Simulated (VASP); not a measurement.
# WSe2 (Fmmm) in VASP: a series of runs

The runs below take WSe2 through single point, relaxation of cell and atoms, with PBE.

All numbers are computed with VASP 6.6.1; they aren't measurements. Logs are shortened: lines on timing, memory, paths and dates and some standing lists are left out, and cuts for length are marked.

**1. The cell of the first run**

Symmetry: Fmmm, No. 69, orthorhombic system. Conventional cell: a = 6.767 Å, b = 6.830 Å, c = 11.217 Å, α = 90.00°, β = 90.00°, γ = 90.00°. W (site symmetry mm2) has 6 Se at 2.39 to 2.76 Å and 1 W at 2.91 Å within 3.2 Å. Se (site symmetry 222) has 4 W at 2.76 Å and 8 Se at 3.29 to 3.42 Å within 3.6 Å. Within 3.3 Å of Se (site symmetry 2mm) lie 2 W at 2.39 Å and 5 Se at 2.98 to 3.29 Å.

The cell was built from a structure type or drawn by symmetry, and may not be a known phase.

**2. Single point, PBE**

The input, INCAR:

```
PREC = Accurate
ENCUT = 520
EDIFF = 1E-7
ISMEAR = 0
SIGMA = 0.1
LREAL = False
LASPH = True
NELM = 80
ALGO = Normal
ISIF = 2
LWAVE = False
LCHARG = False
GGA = PE
NBANDS = 35
```

The input, KPOINTS:

```
regular mesh
0
Gamma
  4 4 4
```

The input, POSCAR:

```
WSe2
1.0
    0.0000000000      3.3833335791      3.4151104284
    5.6082647603      0.0000000000      3.4151104284
    5.6082647603      3.3833335791      0.0000000000
W Se
2 4
Direct
    0.8701341646      0.1298658354      0.1298658354
    0.1298658354      0.8701341646      0.8701341646
    0.7500000000      0.7500000000      0.7500000000
    0.2500000000      0.2500000000      0.2500000000
    0.7199560658      0.2800439342      0.7199560658
    0.2800439342      0.7199560658      0.2800439342
```

Potentials or basis: VASP PAW PBE potentials, release 64 (W_sv, Se).

Run with:

```console
$ cat potpaw_PBE.64/W_sv/POTCAR potpaw_PBE.64/Se/POTCAR > POTCAR
$ mpirun -np 1 vasp_std > vasp.out
```

OUTCAR:

```text
PREC = Accurate
   ENCUT = 520
   EDIFF = 1E-7
   ISMEAR = 0
   LREAL = False
   LASPH = True
   NELM = 80
   ISIF = 2
   GGA = PE

 ion  position               nearest neighbor table
   1  0.870  0.130  0.130-   5 2.39   6 2.39   4 2.76   3 2.76   3 2.76   4 2.76   2 2.91
   2  0.130  0.870  0.870-   5 2.39   6 2.39   3 2.76   3 2.76   4 2.76   4 2.76   1 2.91
   3  0.750  0.750  0.750-   2 2.76   1 2.76   1 2.76   2 2.76
   4  0.250  0.250  0.250-   1 2.76   2 2.76   2 2.76   1 2.76
   5  0.720  0.280  0.720-   1 2.39   2 2.39
   6  0.280  0.720  0.280-   1 2.39   2 2.39

  LATTYP: Found a face centered orthorhombic cell.
 ALAT       =     6.7666671582
 B/A-ratio  =     1.0093921715
 C/A-ratio  =     1.6576150797

  Lattice vectors:

 A1 = (  -5.6082647603,   0.0000000000,  -3.4151104284)
 A2 = (  -5.6082647603,   3.3833335791,   0.0000000000)
 A3 = (   0.0000000000,   3.3833335791,  -3.4151104284)

Analysis of symmetry for initial positions (statically):
=====================================================================
 Subroutine PRICEL returns:
 Original cell was already a primitive cell.

 Routine SETGRP: Setting up the symmetry group for a
 face centered orthorhombic supercell.

 Subroutine GETGRP returns: Found  8 space group operations
 (whereof  8 operations were pure point group operations)
 out of a pool of  8 trial point group operations.

The static configuration has the point symmetry D_2h.

Analysis of symmetry for dynamics (positions and initial velocities):
=====================================================================
 Subroutine PRICEL returns:
 Original cell was already a primitive cell.

 Routine SETGRP: Setting up the symmetry group for a
 face centered orthorhombic supercell.

 Subroutine GETGRP returns: Found  8 space group operations
 (whereof  8 operations were pure point group operations)
 out of a pool of  8 trial point group operations.

The dynamic configuration has the point symmetry D_2h.

 Subroutine INISYM returns: Found  8 space group operations
 (whereof  8 operations are pure point group operations),
 and found     1 'primitive' translations

----------------------------------------------------------------------------------------

                                     Primitive cell

  volume of cell :     129.6009

  direct lattice vectors                    reciprocal lattice vectors
     0.000000000  3.383333579  3.415110428    -0.089154136  0.147783240  0.146408150
     5.608264760  0.000000000  3.415110428     0.089154136 -0.147783240  0.146408150
     5.608264760  3.383333579  0.000000000     0.089154136  0.147783240 -0.146408150

  length of vectors
     4.807278372  6.566248005  6.549777075     0.226326518  0.226326518  0.226326518

  position of ions in fractional coordinates (direct lattice)
     0.870134165  0.129865835  0.129865835
     0.129865835  0.870134165  0.870134165
     0.750000000  0.750000000  0.750000000
     0.250000000  0.250000000  0.250000000
     0.719956066  0.280043934  0.719956066
     0.280043934  0.719956066  0.280043934

  ion indices of the primitive-cell ions
   primitive index   ion index
                 1           1
                 2           2
                 3           3
                 4           4
                 5           5
                 6           6

----------------------------------------------------------------------------------------

 KPOINTS: regular mesh

Automatic generation of k-mesh.
 Grid dimensions read from file:
 generate k-points for:    4    4    4

 Generating k-lattice:

  Cartesian coordinates                     Fractional coordinates (reciprocal lattice)
    -0.022288534  0.036945810  0.036602038     0.250000000  0.000000000  0.000000000
     0.022288534 -0.036945810  0.036602038     0.000000000  0.250000000  0.000000000
     0.022288534  0.036945810 -0.036602038     0.000000000  0.000000000  0.250000000

  Length of vectors
     0.056581629  0.056581629  0.056581629

  Shift w.r.t. Gamma in fractional coordinates (k-lattice)
[... 44 lines left out ...]
   NGX = 17   NGY = 25   NGZ = 25

 number of electron      51.9999997 magnetization

 Free energy of the ion-electron system (eV)
  ---------------------------------------------------
  ext. energy  EPLUGINS =         0.00000000
  ---------------------------------------------------
  free energy    TOTEN  =       -39.00049126 eV

  energy without entropy =      -38.98527321  energy(sigma->0) =      -38.99288223

 E-fermi :   6.0414     XC(G=0): -10.5343

 val. band max:        6.0280434054   @ k =  -0.2500   0.2500  -0.0000
 cond. band min:       6.0625227110   @ k =   0.5000   0.2500   0.2500
 fundamental gap:      0.0344793056
 Fermi energy:         6.0413752726

 k-point     1 :       0.0000    0.0000    0.0000
  band No.  band energies     occupation
      1     -68.6319      2.00000
      2     -68.6177      2.00000
      3     -33.0609      2.00000
      4     -32.8340      2.00000
      5     -32.8117      2.00000
      6     -32.7882      2.00000
[... 27 lines left out ...]
     34       9.4199      0.00000
     35      10.1872      0.00000

 k-point     2 :       0.2500    0.0000    0.0000
  band No.  band energies     occupation
      1     -68.6319      2.00000
      2     -68.6178      2.00000
      3     -33.0596      2.00000
      4     -32.8353      2.00000
      5     -32.8115      2.00000
      6     -32.7898      2.00000
[... 27 lines left out ...]
     34       9.7541      0.00000
     35      10.2364      0.00000

 k-point     3 :       0.5000    0.0000    0.0000
  band No.  band energies     occupation
      1     -68.6318      2.00000
      2     -68.6178      2.00000
      3     -33.0582      2.00000
      4     -32.8366      2.00000
      5     -32.8112      2.00000
      6     -32.7917      2.00000
[... 27 lines left out ...]
     34       9.5494      0.00000
     35      11.1808      0.00000
[... 495 lines left out ...]
 k-point    17 :      -0.2500    0.2500    0.5000
  band No.  band energies     occupation
      1     -68.6318      2.00000
      2     -68.6178      2.00000
      3     -33.0569      2.00000
      4     -32.8359      2.00000
      5     -32.8120      2.00000
      6     -32.7918      2.00000
[... 27 lines left out ...]
     34      10.1986      0.00000
     35      10.5826      0.00000

 k-point    18 :       0.0000    0.5000    0.5000
  band No.  band energies     occupation
      1     -68.6318      2.00000
      2     -68.6178      2.00000
      3     -33.0560      2.00000
      4     -32.8370      2.00000
      5     -32.8087      2.00000
      6     -32.7934      2.00000
[... 27 lines left out ...]
     34       9.0831      0.00000
     35      10.7392      0.00000

------------------------ aborting loop because EDIFF is reached ----------------------------------------

  FORCE on cell =-STRESS in cart. coord.  units (eV):
  Direction    XX          YY          ZZ          XY          YZ          ZX
  --------------------------------------------------------------------------------------
  -------------------------------------------------------------------------------------
  Total        0.2015263      0.3427249     -0.0342989      0.0000000      0.0000000      0.0000000
  in kB        2.4913476      4.2368994     -0.4240168      0.0000000      0.0000000      0.0000000
  external PRESSURE =       2.1014101 kB  Pullay stress =       0.0000000 kB

 VOLUME and BASIS-vectors are now :
 -----------------------------------------------------------------------------
  energy-cutoff  :      520.00
  volume of cell :      129.60
      direct lattice vectors                 reciprocal lattice vectors
     0.000000000  3.383333579  3.415110428    -0.089154136  0.147783240  0.146408150
     5.608264760  0.000000000  3.415110428     0.089154136 -0.147783240  0.146408150
     5.608264760  3.383333579  0.000000000     0.089154136  0.147783240 -0.146408150

 POSITION                                       TOTAL-FORCE (eV/Angst)
 -----------------------------------------------------------------------------------
      1.45664      3.38333      3.41511         0.045507      0.000000      0.000000
      9.75989      3.38333      3.41511        -0.045507      0.000000      0.000000
      8.41240      5.07500      5.12267        -0.000000      0.000000     -0.000000
      2.80413      1.69167      1.70756        -0.000000      0.000000     -0.000000
      5.60826      4.87170      3.41511        -0.000000     -0.040591      0.000000
      5.60826      1.89496      3.41511        -0.000000      0.040591      0.000000
 -----------------------------------------------------------------------------------
    total drift:                               -0.000000      0.000000     -0.000000

  FREE ENERGIE OF THE ION-ELECTRON SYSTEM (eV)
  ---------------------------------------------------
  free  energy   TOTEN  =       -39.0004912612 eV

  energy  without entropy=      -38.9852732071  energy(sigma->0) =      -38.99288223
```

Run time: 62 s. Hardware: 1 thread of Intel Xeon 6975P-C (Granite Rapids), shared host; peak memory 0.31 GiB.

What came out:

* Free energy: -39.0005 eV
* Pressure: 0.2 GPa
* Largest force: 0.046 eV/Å
* Band gap on the k mesh: zero (bands 26 and 27 overlap by 0.63 eV)

Forces on the atoms (eV/Å):
```
W    0.046  0.000  0.000
W   -0.046  0.000  0.000
Se   0.000  0.000  0.000
Se   0.000  0.000  0.000
Se   0.000 -0.041  0.000
Se   0.000  0.041  0.000
```

Levels at points of the mesh, in eV from the Fermi level:
```csv
k point,band 23,band 24,band 25,band 26,band 27,band 28,band 29,band 30
"(0.00, 0.00, 0.00)",-1.74,-1.51,-0.84,-0.79,0.25,0.37,0.59,1.98
"(0.50, 0.00, 0.00)",-2.15,-1.75,-0.41,-0.32,-0.02,0.83,1.17,1.66
"(0.50, 0.50, 0.00)",-1.77,-1.74,-0.71,-0.42,0.20,0.42,0.47,1.36
"(0.50, 0.00, 0.50)",-1.88,-1.79,-0.72,0.35,0.38,0.38,1.13,2.03
"(0.00, 0.50, 0.50)",-1.67,-1.64,-1.61,-0.51,-0.28,0.91,1.05,1.76
```

Caveat: spin-orbit coupling is left out, which moves the levels of the heavy elements.

**3. Relaxation of cell and atoms, PBE**

This run uses another cell than the first one, of 26.42 Å³/atom.

The input, INCAR:

```
PREC = Accurate
ENCUT = 600
EDIFF = 1E-7
ISMEAR = 0
SIGMA = 0.1
LREAL = F
LASPH = T
NELM = 80
ALGO = Normal
ISIF = 3
LWAVE = F
LCHARG = F
GGA = PE
IBRION = 2
NSW = 90
EDIFFG = -0.04
```

The input, KPOINTS:

```
Automatic mesh
0
Gamma
  4 4 4
```

The input, POSCAR:

```
WSe2
1.0
    0.0000000000      4.1263320117      4.6786943371
    4.1054803308      0.0000000000      4.6786943371
    4.1054803308      4.1263320117      0.0000000000
W Se
2 4
Direct
    0.8280223413      0.1719776587      0.1719776587
    0.1719776587      0.8280223413      0.8280223413
    0.7500000000      0.7500000000      0.7500000000
    0.2500000000      0.2500000000      0.2500000000
    0.6666666667      0.3333333333      0.6666666667
    0.3333333333      0.6666666667      0.3333333333
```

Potentials or basis: VASP PAW PBE potentials, release 64 (W_sv, Se).

Run with:

```console
$ cat potpaw_PBE.64/W_sv/POTCAR potpaw_PBE.64/Se/POTCAR > POTCAR
$ mpirun -np 1 vasp_std > vasp.out
```

Run time: 27 min. Hardware: 1 thread of Intel Xeon 6975P-C (Granite Rapids), shared host; peak memory 0.42 GiB.

It converged, with:

| Property | Result |
| --- | --- |
| Free energy | -38.7750 eV |
| Relaxed volume | 22.80 Å³/atom |
| Relaxed cell | a = 4.759 Å, b = 7.074 Å, c = 6.853 Å, α = 39.92°, β = 72.55°, γ = 67.53° |
| Space group after relaxing (to 0.1 Å) | Fmmm (No. 69) |
| Energy gained by relaxing | 1088.8 meV/atom |
| Ionic steps | 31 |
| Pressure after relaxing | -0.1 GPa |
| Largest force after relaxing | 0.034 eV/Å |
| Band gap on the k mesh | zero (bands 26 and 27 overlap by 0.23 eV) |

Forces in eV/Å, atoms in the order of the input:
```
W    0.034  0.000  0.000
W   -0.034  0.000  0.000
Se   0.000  0.000  0.000
Se   0.000  0.000  0.000
Se   0.000  0.030  0.000
Se   0.000 -0.030  0.000
```

Stress tensor (GPa, compression positive):
```
-0.12  0.00  0.00
 0.00  0.03  0.00
 0.00  0.00 -0.16
```

Step by step:
| step | energy change (eV) | largest force (eV/Å) | pressure (GPa) | volume (Å³) |
| --- | --- | --- | --- | --- |
| 1 | 0.0000 | 2.1238 | -16.90 | 158.52 |
| 2 | -1.4912 | 4.4509 | 30.40 | 102.61 |
| 3 | -3.0408 | 1.8710 | 0.08 | 121.00 |
| 4 | -3.0450 | 1.8656 | 0.93 | 120.16 |
| 5 | -3.5132 | 0.6751 | 3.56 | 118.63 |
| 6 | -3.5481 | 0.3996 | 5.06 | 118.11 |
| 7 | -3.7697 | 0.7465 | -3.82 | 128.01 |
| 8 | -3.7698 | 0.7778 | -4.06 | 128.37 |
| 9 | -3.9825 | 0.8240 | -4.46 | 130.20 |
| 10 | -4.5467 | 0.9251 | -4.06 | 133.69 |
| 11 | -5.5160 | 1.3132 | -0.51 | 138.47 |
| 12 | -4.9382 | 5.1353 | 5.97 | 140.15 |
| 13 | -5.7596 | 2.2039 | 1.69 | 140.08 |
| 14 | -5.7282 | 3.9456 | 3.68 | 140.64 |
| 15 | -5.5211 | 4.4203 | 4.56 | 140.59 |
| 16 | -5.6805 | 4.1796 | 4.07 | 140.67 |
| 17 | -5.7323 | 3.8865 | 3.03 | 141.66 |
| 18 | -5.7633 | 3.3472 | 1.19 | 143.39 |
| 19 | -5.8147 | 3.2397 | 1.07 | 143.26 |
| 20 | -5.9555 | 2.9138 | 0.75 | 142.84 |
| 21 | -6.1822 | 2.2680 | 0.12 | 141.98 |
| 22 | -6.3995 | 0.9839 | -1.04 | 140.12 |
| 23 | -6.4096 | 0.6207 | -1.31 | 139.60 |
| 24 | -6.4318 | 0.5966 | -1.12 | 139.19 |
| 25 | -6.4866 | 0.4790 | -0.54 | 137.94 |
| 26 | -6.5285 | 0.0673 | 0.84 | 135.38 |
| 27 | -6.5291 | 0.1176 | 0.68 | 135.65 |
| 28 | -6.5312 | 0.0952 | 0.18 | 136.22 |
| 29 | -6.5313 | 0.1194 | 0.01 | 136.42 |
| 30 | -6.5318 | 0.0972 | -0.01 | 136.52 |
| 31 | -6.5326 | 0.0339 | -0.08 | 136.82 |

Final structure:
```
CELL_PARAMETERS angstrom
0.00000 3.12762 3.58738
6.09735 0.00000 3.58738
6.09735 3.12762 0.00000
ATOMIC_POSITIONS crystal
W 0.84053 0.15947 0.15947
W 0.15947 0.84053 0.84053
Se 0.75000 0.75000 0.75000
Se 0.25000 0.25000 0.25000
Se 0.75789 0.24211 0.75789
Se 0.24211 0.75789 0.24211
```

Levels at points of the mesh, in eV from the Fermi level:
| k point | band 24 | band 25 | band 26 | band 27 | band 28 | band 29 |
| --- | --- | --- | --- | --- | --- | --- |
| (0.00, 0.00, 0.00) | -1.16 | -0.61 | 0.03 | 0.57 | 1.14 | 1.17 |
| (0.50, 0.00, 0.00) | -1.50 | -0.41 | -0.24 | 0.69 | 0.89 | 1.00 |
| (0.50, 0.50, 0.00) | -0.73 | -0.72 | -0.51 | 0.19 | 0.49 | 1.34 |
| (0.50, 0.00, 0.50) | -0.79 | -0.57 | -0.37 | 0.17 | 0.33 | 0.70 |
| (0.00, 0.50, 0.50) | -0.61 | -0.37 | -0.10 | 0.02 | 1.50 | 1.68 |

Caveat: a cell axis changed by over 15 % at a fixed basis, so the end point is rough; spin-orbit coupling is left out, which moves the levels of the heavy elements.

**4. Single point, PBE**

The input, INCAR:

```
PREC     = Accurate       # precision mode
ENCUT    = 520            # plane-wave cutoff, eV
EDIFF    = 1E-6           # SCF threshold, eV
ISMEAR   = 0              # smearing method
SIGMA    = 0.1            # smearing width, eV
LREAL    = False          # projectors in reciprocal space
LASPH    = True           # aspherical terms in the spheres
NELM     = 80             # most SCF steps
ALGO     = Normal         # electronic algorithm
ISIF     = 2              # what is computed and relaxed
LWAVE    = False          # write WAVECAR
LCHARG   = True           # write CHGCAR
GGA      = PE             # functional
LELF     = True           # ELF
LVHAR    = True         
NBANDS   = 35             # bands
```

The input, KPOINTS:

```
regular mesh
0
Gamma
  8 8 8
```

The input, POSCAR:

```
WSe2
1.0
    0.0000000000      3.4099640435      5.6074344113
    3.3920074143      0.0000000000      5.6074344113
    3.3920074143      3.4099640435      0.0000000000
W Se
2 4
Direct
    0.8707666078      0.8707666078      0.1292333922
    0.1292333922      0.1292333922      0.8707666078
    0.7500000000      0.7500000000      0.7500000000
    0.2500000000      0.2500000000      0.2500000000
    0.7201036557      0.2798963443      0.2798963443
    0.2798963443      0.7201036557      0.7201036557
```

Run with:

```console
$ cat potpaw_PBE.64/W_sv/POTCAR potpaw_PBE.64/Se/POTCAR > POTCAR
$ mpirun -np 1 vasp_std > vasp.out
```

It took 4.1 min on 1 thread of Intel Xeon 6975P-C (Granite Rapids), shared host; peak memory 0.51 GiB.

The run converged. Its results:

- Free energy: -38.9892 eV
- Pressure: 0.2 GPa
- Largest force: 0.056 eV/Å
- Band gap on the k mesh: zero (bands 26 and 27 overlap by 0.65 eV)

Forces on the atoms (eV/Å):
```
W    0.000  0.000 -0.039
W    0.000  0.000  0.039
Se   0.000  0.000  0.000
Se   0.000  0.000  0.000
Se   0.056  0.000  0.000
Se  -0.056  0.000  0.000
```

Stress tensor (GPa, compression positive):
```
0.36 0.00 0.00
0.00 0.09 0.00
0.00 0.00 0.18
```

Levels at points of the mesh, in eV from the Fermi level:
```
           k point  band 22  band 23  band 24  band 25  band 26  band 27  band 28  band 29  band 30  band 31
(0.00, 0.00, 0.00)    -1.75    -1.71    -1.53    -0.83    -0.78     0.28     0.36     0.60     2.02     2.09
(0.50, 0.00, 0.00)    -3.23    -2.13    -1.73    -0.42    -0.32    -0.01     0.81     1.20     1.67     1.68
(0.50, 0.50, 0.00)    -2.16    -1.68    -1.63    -1.62    -0.50    -0.28     0.95     1.03     1.76     1.87
(0.50, 0.00, 0.50)    -2.69    -1.78    -1.74    -0.70    -0.42     0.24     0.44     0.45     1.37     2.31
(0.00, 0.50, 0.50)    -2.39    -1.86    -1.79    -0.70     0.37     0.38     0.41     1.15     2.07     2.17
```

Caveat: spin-orbit coupling is left out, which moves the levels of the heavy elements.

**5. Summary**

```tsv
task	cell	k mesh	cutoff (eV)	gap on the mesh (eV)	pressure (GPa)	largest force (eV/Å)
single point	a = 4.807, b = 6.566, c = 6.550 Å, angles 43.0, 68.7, 68.3°, 6 atoms, atomic positions A	4 × 4 × 4	520	none	0.2	0.05
relaxation of cell and atoms	relaxed from a = 6.238, b = 6.225, c = 5.821 Å, angles 62.3, 62.0, 55.7°, 6 atoms, atomic positions B	4 × 4 × 4	600	none	-0.1	0.03
single point	a = 6.563, b = 6.554, c = 4.810 Å, angles 68.6, 68.4, 43.0°, 6 atoms, atomic positions C	8 × 8 × 8	520	none	0.2	0.06
```

Alike in all rows: level PBE; potentials or basis VASP PAW PBE potentials, release 64 (W_sv, Se); no spin polarisation; smearing gaussian 0.1 eV.

Caveats: spin-orbit coupling is left out, which moves the levels of the heavy elements; a cell axis changed by over 15 % at a fixed basis, so the end point is rough (at least some runs).

Total energies depend on the potentials used, so only differences within one code and one set of settings carry meaning.
